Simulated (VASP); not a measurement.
# CoPdO2 (R-3m) in VASP: a series of runs

CoPdO2 is run at these levels: PBEsol+D3(BJ), PBE, LDA; tasks: single point.

All numbers are computed with VASP 6.6.1; they aren't measurements. Logs are shortened: lines on timing, memory, paths and dates and some standing lists are left out, and cuts for length are marked.

**1. The cell of the first run**

The structure is trigonal, space group R-3m (No. 166). The conventional cell has a = 2.794 Å, b = 2.794 Å, c = 17.563 Å, α = 90.00°, β = 90.00°, γ = 120.00°. Within 2.6 Å of Pd (site symmetry -3m) lie 2 O at 1.97 Å. Co (site symmetry -3m) has 6 O at 1.87 Å within 2.5 Å. Within 2.5 Å of O (site symmetry 3m) lie 3 Co at 1.87 Å and 1 Pd at 1.97 Å and 3 O at 2.50 Å.

**2. Single point, PBEsol+D3(BJ), collinear spin, ferromagnetic start**

INCAR reads:

```
SYSTEM = CoPdO2
PREC = Accurate
ENCUT = 520
EDIFF = 1E-6
ISMEAR = -1
SIGMA = 0.05
LREAL = .FALSE.
LASPH = .TRUE.
NELM = 150
ALGO = Normal
ISIF = 2
LWAVE = .FALSE.
LCHARG = .FALSE.
ISPIN = 2
MAGMOM = 0 2 0 0
LORBIT = 11
LMAXMIX = 4
GGA = PS
IVDW = 12
NBANDS = 28
```

KPOINTS reads:

```
Automatic mesh
0
G
  11 11 11
  0 0 0
```

POSCAR reads:

```
CoPdO2
1.0
    1.3968926677      0.8064963577      5.8543186847
   -1.3968926677      0.8064963577      5.8543186847
    0.0000000000     -1.6129927154      5.8543186847
Pd Co O
1 1 2
Direct
    0.0000000000      0.0000000000      0.0000000000
    0.5000000000      0.5000000000      0.5000000000
    0.1123084801      0.1123084801      0.1123084801
    0.8876915199      0.8876915199      0.8876915199
```

Potentials or basis: VASP PAW PBE potentials, release 64 (Pd, Co, O).

Run with:

```bash
> cat potpaw_PBE.64/Pd/POTCAR potpaw_PBE.64/Co/POTCAR potpaw_PBE.64/O/POTCAR > POTCAR
> mpirun -np 1 vasp_std > vasp.out
```

OUTCAR:

```text
SYSTEM = CoPdO2
   PREC = Accurate
   ENCUT = 520
   EDIFF = 1E-6
   ISMEAR = -1
   LREAL = .FALSE.
   LASPH = .TRUE.
   NELM = 150
   ISIF = 2
   ISPIN = 2
   LORBIT = 11
   GGA = PS
   IVDW = 12
 IVDW          = 12

 ion  position               nearest neighbor table
   1  0.000  0.000  0.000-   3 1.97   4 1.97
   2  0.500  0.500  0.500-   3 1.87   4 1.87   3 1.87   3 1.87   4 1.87   4 1.87
   3  0.112  0.112  0.112-   2 1.87   2 1.87   2 1.87   1 1.97
   4  0.888  0.888  0.888-   2 1.87   2 1.87   2 1.87   1 1.97

  LATTYP: Found a trigonal (rhomboedric) cell.
 ALAT       =     6.0724618370
 COS(alpha) =     0.8941656900

  Lattice vectors:

 A1 = (   1.3968926677,   0.8064963577,   5.8543186847)
 A2 = (  -1.3968926677,   0.8064963577,   5.8543186847)
 A3 = (   0.0000000000,  -1.6129927154,   5.8543186847)

Analysis of symmetry for initial positions (statically):
=====================================================================
 Subroutine PRICEL returns:
 Original cell was already a primitive cell.

 Routine SETGRP: Setting up the symmetry group for a
 trigonal (rhombohedral) supercell.

 Subroutine GETGRP returns: Found 12 space group operations
 (whereof 12 operations were pure point group operations)
 out of a pool of 12 trial point group operations.

The static configuration has the point symmetry D_3d.

Analysis of symmetry for dynamics (positions and initial velocities):
=====================================================================
 Subroutine PRICEL returns:
 Original cell was already a primitive cell.

 Routine SETGRP: Setting up the symmetry group for a
 trigonal (rhombohedral) supercell.

 Subroutine GETGRP returns: Found 12 space group operations
 (whereof 12 operations were pure point group operations)
 out of a pool of 12 trial point group operations.

The dynamic configuration has the point symmetry D_3d.

Analysis of structural, dynamic, and magnetic symmetry:
=====================================================================
 Subroutine PRICEL returns:
 Original cell was already a primitive cell.

 Routine SETGRP: Setting up the symmetry group for a
 trigonal (rhombohedral) supercell.

 Subroutine GETGRP returns: Found 12 space group operations
 (whereof 12 operations were pure point group operations)
 out of a pool of 12 trial point group operations.

The overall configuration has the point symmetry D_3d.

 Subroutine INISYM returns: Found 12 space group operations
 (whereof 12 operations are pure point group operations),
 and found     1 'primitive' translations

----------------------------------------------------------------------------------------
[... 129 lines left out ...]
  energy-cutoff  :      520.00
  volume of cell :       39.57
 maximum number of plane-waves:      1083
 NGX is ok and might be reduce to    48
   NGX = 23   NGY = 23   NGZ = 23

 number of electron      31.0000006 magnetization      -0.0005272

 number of electron      31.0000006 magnetization       0.0011805

 Free energy of the ion-electron system (eV)
  ---------------------------------------------------
  ext. energy  EPLUGINS =         0.00000000
  ---------------------------------------------------
  free energy    TOTEN  =       -27.76725583 eV

  energy without entropy =      -27.76504651  energy(sigma->0) =      -27.76615117

 E-fermi :   8.1996     XC(G=0): -12.9791

 val. band max:        8.0660830641   @ k =  -0.1818   0.1818   0.0000
 cond. band min:       8.5020169904   @ k =   0.4545   0.4545  -0.0000
 fundamental gap:      0.4359339263
 Fermi energy:         8.1996434811

 spin component 1

 k-point     1 :       0.0000    0.0000    0.0000
  band No.  band energies     occupation
      1     -13.0383      1.00000
      2     -10.9762      1.00000
      3      -0.7461      1.00000
      4       1.8750      1.00000
      5       1.8750      1.00000
      6       2.9022      1.00000
[... 709 lines left out ...]
     26      26.7099      0.00000
     27      27.1578      0.00000

 [... further k-points ...]

 spin component 2

 k-point     1 :       0.0000    0.0000    0.0000
  band No.  band energies     occupation
      1     -13.0382      1.00000
      2     -10.9762      1.00000
      3      -0.7460      1.00000
      4       1.8753      1.00000
      5       1.8753      1.00000
      6       2.9019      1.00000
[... 709 lines left out ...]
     26      26.7100      0.00000
     27      27.1579      0.00000

 [... further k-points ...]

 [bands above 27 left out]

------------------------ aborting loop because EDIFF is reached ----------------------------------------

 Edisp (eV)   -1.01067

 E8    (eV) :    -0.6245

  FORCE on cell =-STRESS in cart. coord.  units (eV):
  Direction    XX          YY          ZZ          XY          YZ          ZX
  --------------------------------------------------------------------------------------
  -------------------------------------------------------------------------------------
  Total      -0.04396    -0.04396    -0.07390     0.00000    -0.00000     0.00000
  in kB      -1.77963    -1.77963    -2.99214     0.00000    -0.00000     0.00000
  external pressure =       -2.18 kB  Pullay stress =        0.00 kB

 VOLUME and BASIS-vectors are now :
 -----------------------------------------------------------------------------
  energy-cutoff  :      520.00
  volume of cell :       39.57
      direct lattice vectors                 reciprocal lattice vectors
     1.396892668  0.806496358  5.854318685     0.357937307  0.206655201  0.056938023
    -1.396892668  0.806496358  5.854318685    -0.357937307  0.206655201  0.056938023
     0.000000000 -1.612992715  5.854318685     0.000000000 -0.413310401  0.056938023

 POSITION                                       TOTAL-FORCE (eV/Angst)
 -----------------------------------------------------------------------------------
      0.00000      0.00000      0.00000         0.000000     -0.000000     -0.000000
      0.00000      0.00000      8.78148         0.000000      0.000000      0.000000
      0.00000      0.00000      1.97247         0.000000     -0.000000     -0.047202
      0.00000      0.00000     15.59049         0.000000      0.000000      0.047202
 -----------------------------------------------------------------------------------
    total drift:                               -0.000000     -0.000000      0.000000

  FREE ENERGIE OF THE ION-ELECTRON SYSTEM (eV)
  ---------------------------------------------------
  free  energy   TOTEN  =       -28.7779296645 eV

  energy  without entropy=      -28.7757203418  energy(sigma->0) =      -28.77682500

 total charge

# of ion       s       p       d       tot
------------------------------------------
    1        0.495   0.520   8.468   9.483
    2        0.458   0.729   7.396   8.582
    3        1.554   3.448   0.000   5.002
    4        1.554   3.448   0.000   5.002
--------------------------------------------------
tot          4.062   8.144  15.864  28.069

 magnetization (x)

# of ion       s       p       d       tot
------------------------------------------
    1       -0.000  -0.000  -0.000  -0.000
    2       -0.000   0.000   0.000   0.000
    3        0.000  -0.000   0.000  -0.000
    4        0.000  -0.000   0.000  -0.000
--------------------------------------------------
tot         -0.000  -0.000   0.000  -0.000
```

OSZICAR:

```text
N       E                     dE             d eps       ncg     rms          rms(c)
DAV:   1     0.244124214645E+03    0.24412E+03   -0.14354E+04 16440   0.123E+03
DAV:   2    -0.140692486809E+02   -0.25819E+03   -0.23008E+03 16960   0.315E+02
DAV:   3    -0.326111203072E+02   -0.18542E+02   -0.17813E+02 18908   0.926E+01
DAV:   4    -0.328931863574E+02   -0.28207E+00   -0.28146E+00 18528   0.112E+01
DAV:   5    -0.328998099495E+02   -0.66236E-02   -0.66228E-02 20920   0.174E+00    0.317E+01
DAV:   6    -0.569565234454E+02   -0.24057E+02   -0.13583E+02 19540   0.132E+02    0.766E+01
DAV:   7    -0.330218104484E+02    0.23935E+02   -0.20180E+01 21820   0.686E+01    0.274E+01
DAV:   8    -0.282694772264E+02    0.47523E+01   -0.99786E+00 19024   0.931E+01    0.112E+01
DAV:   9    -0.280052421084E+02    0.26424E+00   -0.24792E+00 19848   0.124E+01    0.681E+00
DAV:  10    -0.277827017822E+02    0.22254E+00   -0.24749E-01 23596   0.710E+00    0.309E+00
DAV:  11    -0.277649037226E+02    0.17798E-01   -0.74816E-02 23508   0.314E+00    0.137E+00
DAV:  12    -0.277668430213E+02   -0.19393E-02   -0.68067E-03 22656   0.909E-01    0.360E-01
DAV:  13    -0.277675021990E+02   -0.65918E-03   -0.10968E-03 21584   0.382E-01    0.216E-01
DAV:  14    -0.277672612823E+02    0.24092E-03   -0.25186E-04 23720   0.256E-01    0.811E-02
DAV:  15    -0.277672554767E+02    0.58056E-05   -0.94849E-05 23420   0.895E-02    0.339E-02
DAV:  16    -0.277672558314E+02   -0.35473E-06   -0.54036E-06 21916   0.426E-02
   1 F= -.28777930E+02 E0= -.28776825E+02  d E =-.220932E-02  mag=     0.0000
```

Run time: 19 min. Hardware: 1 thread of Intel Xeon Platinum 8488C (Sapphire Rapids), shared host; peak memory 0.59 GiB.

What came out:

* Free energy: -28.7779 eV
* Pressure: -0.2 GPa
* Largest force: 0.047 eV/Å
* Net moment: 0.00 μB per cell
* Valence electrons inside the program's atomic spheres: Pd 9.48; Co 8.58; O 5.00
* Dispersion energy per atom: -0.253 eV

Forces in eV/Å, atoms in the order of the input:
```
Pd   0.000  0.000  0.000
Co   0.000  0.000  0.000
O    0.000  0.000 -0.047
O    0.000  0.000  0.047
```

Levels at points of the mesh, in eV from the Fermi level:
Spin up:
```tsv
k point	band 12	band 13	band 14	band 15	band 16	band 17	band 18	band 19	band 20	band 21
(0.00, 0.00, 0.00)	-1.65	-1.65	-1.40	-1.40	-0.92	2.30	2.30	3.26	6.51	9.80
```
Spin down:
| k point | band 12 | band 13 | band 14 | band 15 | band 16 | band 17 | band 18 | band 19 | band 20 | band 21 |
| --- | --- | --- | --- | --- | --- | --- | --- | --- | --- | --- |
| (0.00, 0.00, 0.00) | -1.65 | -1.65 | -1.40 | -1.40 | -0.92 | 2.30 | 2.30 | 3.26 | 6.51 | 9.80 |

Caveat: the moments typed at the start vanished in this run; the PAW data sets were made with another functional, which shifts forces and pressure a little; semilocal functionals often make such compounds metallic where correlation or magnetic order opens a gap, which also shifts bond lengths. With open d or f shells a metallic result of PBEsol can be an artefact of self-interaction; +U or a hybrid may open a gap.

[end of part 1 of 2]
